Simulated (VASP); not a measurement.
A run of VASP 6.6.1 is set up as follows.

Contents of INCAR:

```
PREC = Accurate
ENCUT = 520
EDIFF = 1E-6
ISMEAR = -1
SIGMA = 0.05
LREAL = F
LASPH = T
NELM = 60
ALGO = Normal
ISIF = 2
LWAVE = F
LCHARG = F
GGA = PS
NBANDS = 12
```

Contents of KPOINTS:

```
regular mesh
0
Gamma
  9 9 5
```

File POSCAR:

```
Sb
1.0
    3.4203242672      0.0000000000      0.0000000000
   -1.7101621336      2.9620877046      0.0000000000
    0.0000000000      0.0000000000      5.5774459394
Sb
2
Direct
    0.6666666667      0.3333333333      0.7500000000
    0.3333333333      0.6666666667      0.2500000000
```

Potentials or basis: VASP PAW PBE potentials, release 64 (Sb).

The run is started by

```sh
$ cat potpaw_PBE.64/Sb/POTCAR > POTCAR
$ mpirun -np 1 vasp_std > vasp.out
```

**Question.** Predict the pressure.

**Answer.** -4.7 GPa.

**Question.** Estimate the band gap on the k mesh.

**Answer.** Zero (bands 5 and 6 overlap by 6.41 eV).

Stress tensor (GPa, compression positive):
```
-4.61  0.00  0.00
 0.00 -4.61  0.00
 0.00  0.00 -4.97
```

Caveat: the cell stands under tension; the PAW data sets were made with another functional, which shifts forces and pressure a little; spin-orbit coupling is left out, which moves the levels of the heavy elements.
